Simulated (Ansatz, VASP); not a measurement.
**BP: VASP beside Ansatz**

```
CELL_PARAMETERS angstrom
4.52017 0.00000 0.00000
-2.26009 5.05371 0.00000
0.00000 0.00000 25.61278
ATOMIC_POSITIONS crystal
P 0.06386 0.75681 0.29433
P 0.81010 0.08304 0.33086
P 0.48617 0.49693 0.37083
P 0.19813 0.89850 0.41219
P 0.89398 0.29939 0.45074
P 0.59585 0.69872 0.49091
P 0.29293 0.10030 0.52935
P 0.00025 0.49831 0.57026
P 0.69430 0.90340 0.60846
P 0.39688 0.28937 0.65026
P 0.07102 0.67836 0.69089
B 0.77955 0.43445 0.32321
B 0.38880 0.80482 0.35091
B 0.09473 0.19536 0.39205
B 0.79536 0.60049 0.43097
B 0.49661 0.99912 0.47097
B 0.19362 0.40009 0.50982
B 0.89904 0.79861 0.55034
B 0.59074 0.19872 0.58762
B 0.30589 0.60454 0.63104
B 0.95608 0.05259 0.66913
B 0.79610 0.30807 0.68488
```

Alike in both runs: functional PBEsol; k mesh 7 × 5 × 1; occupations gaussian, width 0.05 eV; no spin polarisation.

Ansatz relaxed the structure, and its values are those at the end. VASP's run is a single point on that final structure, the one shown.

|  | VASP | Ansatz |
| --- | --- | --- |
| version | VASP 6.6.1 | Ansatz 0.2.0 |
| potentials or method | VASP PAW PBE potentials, release 64 (P, B), cutoff 520 eV | scalar-relativistic, plane waves, PAW |
| valence electrons in the cell | 88 | 88 |

Ansatz gave:

```
gap on the k mesh at the Fermi level (eV)  : none
rms of the force components (eV/Å)         : 0.003
work function, face that differs most (eV) : 4.70
```

Q: Estimate VASP's values.

A: gap on the k mesh at the Fermi level (eV): none; rms of the force components (eV/Å): 0.006; work function, face that differs most (eV): 4.69.

VASP's potentials were made for PBE, not for PBEsol. A gap of «none» marks a metal or a gap that the smearing closes. With one functional, cell and mesh, what is left measures potentials, basis and numerics. Ansatz's warnings: xc potential rough in thin density.
